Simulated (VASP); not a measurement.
# VRe (Cmmm) in VASP: electric field gradients with LDA

Aim: the electric field gradients of VRe with LDA.

Everything below comes from runs of VASP 6.6.1. Logs are shortened: lines on timing, memory, paths and dates and some standing lists are left out, and cuts for length are marked.

### 1 The cell of the first run

It takes space group Cmmm (No. 65, orthorhombic). The conventional cell has a = 2.770 Å, b = 3.980 Å, c = 3.813 Å, α = 90.00°, β = 90.00°, γ = 90.00°. V (site symmetry mmm) has 8 Re at 2.36 to 2.76 Å and 6 V at 2.42 to 2.77 Å within 3.1 Å. Re (site symmetry mmm) has 8 V at 2.36 to 2.76 Å and 6 Re at 2.42 to 2.77 Å within 3.1 Å.

### 2 Electric field gradients, LDA (volume scaled by 0.75)

Contents of INCAR:

```
SYSTEM = VRe
  PREC = Accurate
  ENCUT = 520
  EDIFF = 1E-8
  ISMEAR = -1
  SIGMA = 0.05
  LREAL = .FALSE.
  LASPH = .TRUE.
  NELM = 80
  ALGO = Normal
  ISIF = 2
  LWAVE = .FALSE.
  LCHARG = .FALSE.
  LEFG = .TRUE.
  NBANDS = 17
```

Contents of KPOINTS:

```
Automatic mesh
0
G
  14 14 9
  0 0 0
```

Contents of POSCAR:

```
VRe
1.0
    1.3848214486     -1.9901959528      0.0000000000
    1.3848214486      1.9901959528      0.0000000000
    0.0000000000      0.0000000000      3.8134853281
V Re
1 1
Direct
    0.5000000000      0.5000000000      0.5000000000
    0.0000000000      0.0000000000      0.0000000000
```

Potentials or basis: VASP PAW LDA potentials, release 64 (V_sv, Re).

On the command line:

```bash
> cat potpaw_LDA.64/V_sv/POTCAR potpaw_LDA.64/Re/POTCAR > POTCAR
> mpirun -np 1 vasp_std > vasp.out
```

OUTCAR:

```text
SYSTEM = VRe
   PREC = Accurate
   ENCUT = 520
   EDIFF = 1E-8
   ISMEAR = -1
   LREAL = .FALSE.
   LASPH = .TRUE.
   NELM = 80
   ISIF = 2

 ion  position               nearest neighbor table
   1  0.500  0.500  0.500-   2 2.36   2 2.36   2 2.36   2 2.36   2 2.76   2 2.76   2 2.76   2 2.76

   2  0.000  0.000  0.000-   1 2.36   1 2.36   1 2.36   1 2.36   1 2.76   1 2.76   1 2.76   1 2.76

  LATTYP: Found a base centered orthorhombic cell.
 ALAT       =     2.7696428972
 B/A-ratio  =     1.4371498613
 C/A-ratio  =     1.3768870102

  Lattice vectors:

 A1 = (   1.3848214486,  -1.9901959528,   0.0000000000)
 A2 = (   1.3848214486,   1.9901959528,   0.0000000000)
 A3 = (   0.0000000000,   0.0000000000,   3.8134853281)

Analysis of symmetry for initial positions (statically):
=====================================================================
 Subroutine PRICEL returns:
 Original cell was already a primitive cell.

 Routine SETGRP: Setting up the symmetry group for a
 base centered orthorhombic supercell.

 Subroutine GETGRP returns: Found  8 space group operations
 (whereof  8 operations were pure point group operations)
 out of a pool of  8 trial point group operations.

The static configuration has the point symmetry D_2h.

Analysis of symmetry for dynamics (positions and initial velocities):
=====================================================================
 Subroutine PRICEL returns:
 Original cell was already a primitive cell.

 Routine SETGRP: Setting up the symmetry group for a
 base centered orthorhombic supercell.

 Subroutine GETGRP returns: Found  8 space group operations
 (whereof  8 operations were pure point group operations)
 out of a pool of  8 trial point group operations.

The dynamic configuration has the point symmetry D_2h.

 Subroutine INISYM returns: Found  8 space group operations
 (whereof  8 operations are pure point group operations),
 and found     1 'primitive' translations

----------------------------------------------------------------------------------------

                                     Primitive cell

  volume of cell :      21.0204

  direct lattice vectors                    reciprocal lattice vectors
     1.384821449 -1.990195953  0.000000000     0.361057377 -0.251231543  0.000000000
     1.384821449  1.990195953  0.000000000     0.361057377  0.251231543  0.000000000
     0.000000000  0.000000000  3.813485328     0.000000000  0.000000000  0.262227310

  length of vectors
     2.424584578  2.424584578  3.813485328     0.439863294  0.439863294  0.262227310

  position of ions in fractional coordinates (direct lattice)
     0.500000000  0.500000000  0.500000000
     0.000000000  0.000000000  0.000000000

  ion indices of the primitive-cell ions
   primitive index   ion index
                 1           1
                 2           2

----------------------------------------------------------------------------------------

 KPOINTS: Automatic mesh

Automatic generation of k-mesh.
 Grid dimensions read from file:
 generate k-points for:   14   14    9

 Generating k-lattice:

  Cartesian coordinates                     Fractional coordinates (reciprocal lattice)
     0.025789813 -0.017945110  0.000000000     0.071428571  0.000000000  0.000000000
     0.025789813  0.017945110  0.000000000     0.000000000  0.071428571  0.000000000
     0.000000000  0.000000000  0.029136368     0.000000000  0.000000000  0.111111111

  Length of vectors
     0.031418807  0.031418807  0.029136368

  Shift w.r.t. Gamma in fractional coordinates (k-lattice)
     0.000000000  0.000000000  0.000000000

 Subroutine IBZKPT returns following result:
 ===========================================

 Found    285 irreducible k-points:

 Following reciprocal coordinates:
            Coordinates               Weight
  0.000000  0.000000  0.000000      1.000000
  0.071429  0.000000  0.000000      4.000000
  0.142857  0.000000  0.000000      4.000000
  0.214286  0.000000  0.000000      4.000000
  0.285714  0.000000  0.000000      4.000000
  0.357143  0.000000  0.000000      4.000000
[... 16 lines left out ...]
  0.214286  0.142857  0.000000      4.000000
  0.285714  0.142857  0.000000      4.000000
 [... further k-points ...]
   k-points           NKPTS =    285   k-points in BZ     NKDIM =    285   number of bands    NBANDS=     17
   number of dos      NEDOS =    301   number of ions     NIONS =      2
   total plane-waves  NPLWV =   9072
   dimension x,y,z NGX =    18 NGY =   18 NGZ =   28
   dimension x,y,z NGXF=    36 NGYF=   36 NGZF=   56
   ions per type =               1   1
   NGX,Y,Z   is equivalent  to a cutoff of  12.34, 12.34, 12.21 a.u.
   NGXF,Y,Z  is equivalent  to a cutoff of  24.68, 24.68, 24.41 a.u.
 SYSTEM =  VRe
   PREC   = accura    normal or accurate (medium, high low for compatibility)
   ISTART =      0    job   : 0-new  1-cont  2-samecut
   ICHARG =      2    charge: 1-file 2-atom 10-const
   ISPIN  =      1    spin polarized calculation?
   LNONCOLLINEAR =      F non collinear calculations
   LSORBIT =      F    spin-orbit coupling
   LASPH  =      T    aspherical Exc in radial PAW
   ENCUT  =  520.0 eV  38.22 Ry    6.18 a.u.   4.51  4.51  7.09*2*pi/ulx,y,z
   NELM   =     80;   NELMIN=  2; NELMDL= -5     # of ELM steps
   EDIFF  = 0.1E-07   stopping-criterion for ELM
   LREAL  =      F    real-space projection
   EDIFFG = 0.1E-06   stopping-criterion for IOM
   NSW    =      0    number of steps for IOM
   IBRION =     -1    ionic relax: 0-MD 1-quasi-New 2-CG
   NFREE  =      0    steps in history (QN), initial steepest desc. (CG)
   ISIF   =      2    stress and relaxation
   ISYM   =      2    0-nonsym 1-usesym 2-fastsym
   POTIM  = 0.5000    time-step for ionic-motion
   TEBEG  =    0.0;   TEEND  =   0.0 temperature during run
   PSTRESS=    0.0 pullay stress
   NELECT =      20.0000    total number of electrons
   NUPDOWN=      -1.0000    fix difference up-down
   EMIN   =  10.00;   EMAX   =-10.00  energy-range for DOS
   EFERMI =   0.00;   METHOD = LEGACY
   ISMEAR =    -1;   SIGMA  =   0.05  broadening in eV -4-tet -1-fermi 0-gaus
   EFERMI_NEDOS =   21; number of points for ismear=-14 and -15
   IALGO  =     38    algorithm
   IMIX   =      4    mixing-type and parameters
     AMIX     =   0.40;   BMIX     =  1.00
     AMIX_MAG =   1.60;   BMIX_MAG =  1.00
  volume/ion in A,a.u.               =      10.51        70.93
  Fermi-wavevector in a.u.,A,eV,Ry     =   1.610167  3.042774 35.274980  2.592638
  Thomas-Fermi vector in A             =   2.705761
   LORBIT       =      0    0 simple, 1 ext, 2 COOP (PROOUT), +10 PAW based schemes
   GGA     = CA    functional components
   LHFCALC =     F    Hartree Fock is set to
   AEXX    =    0.0000 exact exchange contribution
   IVDW    =     0    specifies the selected vdW correction
   LEPSILON=     F    determine dielectric tensor
   LRPA    =     F    only Hartree local field effects (RPA)
 non-spin polarized calculation
  energy-cutoff  :      520.00
  volume of cell :       21.02
 maximum number of plane-waves:       585
   NGX =  9   NGY =  9   NGZ = 15

 number of electron      19.9999988 magnetization

 Free energy of the ion-electron system (eV)
  ---------------------------------------------------
  ext. energy  EPLUGINS =         0.00000000
  ---------------------------------------------------
  free energy    TOTEN  =       -22.18368294 eV

  energy without entropy =      -22.17382830  energy(sigma->0) =      -22.17875562

 E-fermi :  13.5831     XC(G=0): -15.2353

 val. band max:       13.5775662575   @ k =   0.4286   0.0000   0.3333
 cond. band min:      13.5863250687   @ k =  -0.4286   0.4286   0.1111
 fundamental gap:      0.0087588112
 Fermi energy:        13.5830989576

 k-point     1 :       0.0000    0.0000    0.0000
  band No.  band energies     occupation
      1     -49.8925      2.00000
      2     -24.3287      2.00000
      3     -23.5808      2.00000
      4     -23.2698      2.00000
      5       2.9015      2.00000
      6       5.9515      2.00000
[... 9 lines left out ...]
     16      19.9330      0.00000
     17      27.6799      0.00000

 k-point     2 :       0.0714    0.0000    0.0000
  band No.  band energies     occupation
      1     -49.8802      2.00000
      2     -24.3269      2.00000
      3     -23.6215      2.00000
      4     -23.3038      2.00000
      5       3.1778      2.00000
      6       6.1363      2.00000
[... 9 lines left out ...]
     16      20.4770      0.00000
     17      28.1211      0.00000

 k-point     3 :       0.1429    0.0000    0.0000
  band No.  band energies     occupation
      1     -49.8457      2.00000
      2     -24.3219      2.00000
      3     -23.7648      2.00000
      4     -23.3673      2.00000
      5       3.9281      2.00000
      6       6.6459      2.00000
[... 9 lines left out ...]
     16      21.8951      0.00000
     17      28.4198      0.00000

 k-point     4 :       0.2143    0.0000    0.0000
  band No.  band energies     occupation
      1     -49.7956      2.00000
      2     -24.3148      2.00000
      3     -24.0093      2.00000
      4     -23.4158      2.00000
      5       4.9045      2.00000
      6       7.3011      2.00000
[... 9 lines left out ...]
     16      23.6683      0.00000
     17      27.8063      0.00000
[... 343 lines left out ...]
      1     -49.7851      2.00000
      2     -24.3331      2.00000
      3     -23.9657      2.00000
      4     -23.5409      2.00000
      5       5.5018      2.00000
      6       7.8942      2.00000
[... 9 lines left out ...]
     16      24.2538      0.00000
     17      27.6574      0.00000

 k-point    23 :       0.2143    0.1429    0.0000
  band No.  band energies     occupation
      1     -49.7347      2.00000
      2     -24.3256      2.00000
      3     -24.1459      2.00000
      4     -23.6509      2.00000
      5       6.4936      2.00000
      6       8.1858      2.00000
[... 9 lines left out ...]
     16      25.6885      0.00000
     17      27.1001      0.00000

 k-point    24 :       0.2857    0.1429    0.0000
  band No.  band energies     occupation
      1     -49.6832      2.00000
      2     -24.3686      2.00000
      3     -24.3109      2.00000
      4     -23.7103      2.00000
      5       6.9561      2.00000
      6       8.6156      2.00000
[... 9 lines left out ...]
     16      26.2754      0.00000
     17      27.1933      0.00000

 [... further k-points ...]

------------------------ aborting loop because EDIFF is reached ----------------------------------------

  FORCE on cell =-STRESS in cart. coord.  units (eV):
  Direction    XX          YY          ZZ          XY          YZ          ZX
  --------------------------------------------------------------------------------------
  -------------------------------------------------------------------------------------
  Total       17.9094658     17.6560876     18.0786438      0.0000000      0.0000000      0.0000000
  in kB     1365.0592987   1345.7468203   1377.9540479      0.0000000      0.0000000      0.0000000
  external PRESSURE =    1362.9200556 kB  Pullay stress =       0.0000000 kB

 VOLUME and BASIS-vectors are now :
 -----------------------------------------------------------------------------
  energy-cutoff  :      520.00
  volume of cell :       21.02
      direct lattice vectors                 reciprocal lattice vectors
     1.384821449 -1.990195953  0.000000000     0.361057377 -0.251231543  0.000000000
     1.384821449  1.990195953  0.000000000     0.361057377  0.251231543  0.000000000
     0.000000000  0.000000000  3.813485328     0.000000000  0.000000000  0.262227310

 POSITION                                       TOTAL-FORCE (eV/Angst)
 -----------------------------------------------------------------------------------
      1.38482      0.00000      1.90674        -0.000000     -0.000000      0.000000
      0.00000      0.00000      0.00000         0.000000      0.000000      0.000000
 -----------------------------------------------------------------------------------
    total drift:                               -0.000000     -0.000000     -0.000000

  FREE ENERGIE OF THE ION-ELECTRON SYSTEM (eV)
  ---------------------------------------------------
  free  energy   TOTEN  =       -22.1836829447 eV

  energy  without entropy=      -22.1738282966  energy(sigma->0) =      -22.17875562

 Electric field gradients (V/A^2)
---------------------------------------------------------------------
 ion       V_xx      V_yy      V_zz      V_xy      V_xz      V_yz
---------------------------------------------------------------------
   1      -9.763    21.277   -11.514    -0.000     0.000    -0.000
   2      27.820  -193.449   165.629     0.000    -0.000     0.000
---------------------------------------------------------------------

 Electric field gradients after diagonalization (V/A^2)
 (convention: |V_zz| > |V_xx| > |V_yy|)
----------------------------------------------------------------------
 ion       V_xx      V_yy      V_zz     asymmetry (V_yy - V_xx)/ V_zz
----------------------------------------------------------------------
   1     -11.514    -9.763    21.277       0.082
   2     165.629    27.820  -193.449       0.712
----------------------------------------------------------------------

           NMR quadrupolar parameters

 Cq : quadrupolar parameter    Cq=e*Q*V_zz/h
 eta: asymmetry parameters     (V_yy - V_xx)/ V_zz
 Q  : nuclear electric quadrupole moment in mb (millibarn)
----------------------------------------------------------------------
 ion       Cq(MHz)       eta       Q (mb)
----------------------------------------------------------------------
   1       0.051       0.082       1.000
   2      -0.468       0.712       1.000
----------------------------------------------------------------------
```

It took 88 s on 1 thread of Intel Xeon Platinum 8488C (Sapphire Rapids), shared host; peak memory 0.21 GiB.

Results:

| Property | Result |
| --- | --- |
| Free energy | -22.1837 eV |
| Pressure | 136.3 GPa |
| Band gap on the k mesh | zero (band 10 reaches 16.07 eV, above the bottom of band 11 at 12.33 eV) |

Electric field gradients, principal values (V/Å²):
| atom | least | middle | greatest (by size) |
| --- | --- | --- | --- |
| 1 V | -9.763 | -11.514 | 21.277 |
| 2 Re | 27.820 | 165.629 | -193.449 |

Caveat: without QUAD_EFG the Cq values of the log hold for a quadrupole moment of 1 mb, not for the nuclei; spin-orbit coupling is left out, which moves the levels of the heavy elements.
